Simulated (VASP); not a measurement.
Write the native input for VASP 6.6.1 that does the following.

```
Task                   : single point
Functional             : LDA
Potentials or basis    : VASP PAW LDA potentials, release 64 (Hf_pv)
Cutoff                 : 520 eV
k mesh                 : 20 × 20 × 20
Occupations            : gaussian, width 0.15 eV
Spin                   : no spin polarisation
Dipole correction      : no
Further INCAR settings : ALGO = Normal; EDIFF = 1e-06; NBANDS = 11
```

The structure of Hf lies in POSCAR:

```
Hf
1.0
    0.0000000000      2.2200000000      2.2200000000
    2.2200000000      0.0000000000      2.2200000000
    2.2200000000      2.2200000000      0.0000000000
Hf
1
Direct
    0.0000000000      0.0000000000      0.0000000000
```

This isn't the form of Hf at room conditions, which is hcp.

The input as run:

INCAR

```
SYSTEM = Hf
ALGO = Normal
EDIFF = 1E-6
ENCUT = 520
GGA = CA
ISIF = 2
ISMEAR = 0
LASPH = .TRUE.
LCHARG = .FALSE.
LREAL = .FALSE.
LWAVE = .FALSE.
NBANDS = 11
NELM = 80
PREC = Accurate
SIGMA = 0.15
```

KPOINTS

```
k-points
0
G
  20 20 20
  0 0 0
```

Potentials or basis: VASP PAW LDA potentials, release 64 (Hf_pv).

Command:

```bash
$ cat potpaw_LDA.64/Hf_pv/POTCAR > POTCAR
$ mpirun -np 1 vasp_std > vasp.out
```

It gave:

```yaml
Pressure: -5.7 GPa
Band_gap_on_the_k_mesh: zero (bands 5 and 6 overlap by 1.88 eV)
```

Caveat: the cell stands under tension; spin-orbit coupling is left out, which moves the levels of the heavy elements.

Run time: 94 s on 1 thread of AMD EPYC 7R13 (shared host), peak memory 0.15 GiB.
